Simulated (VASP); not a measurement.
Hg:

```
Hg
1.0
     1.87786    1.08418    2.15473
    -1.87786    1.08418    2.15473
     0.00000   -2.16837    2.15473
Hg
1
Direct
  0.00000 0.00000 0.00000
```

Base run:

```yaml
Program: VASP 6.6.1
Functional: r2SCAN
Potentials_or_basis: VASP PAW PBE potentials, release 64 (Hg)
Cutoff: 520 eV
k_mesh: 16 × 16 × 16
Occupations: fermi-dirac, width 0.1 eV
Spin: no spin polarisation
```

Its results: band gap on the k mesh zero (bands 6 and 7 overlap by 3.21 eV); pressure 0.4 GPa.

Task: The run is repeated on the same cell with these changes: k mesh from 16 × 16 × 16 to 7 × 7 × 7. What comes out?

Result: Band gap on the k mesh zero (bands 6 and 7 overlap by 1.34 eV); pressure 0.9 GPa.

Caveats: the PAW data sets were made with another functional, which shifts forces and pressure a little; spin-orbit coupling is left out, which moves the levels of the heavy elements.
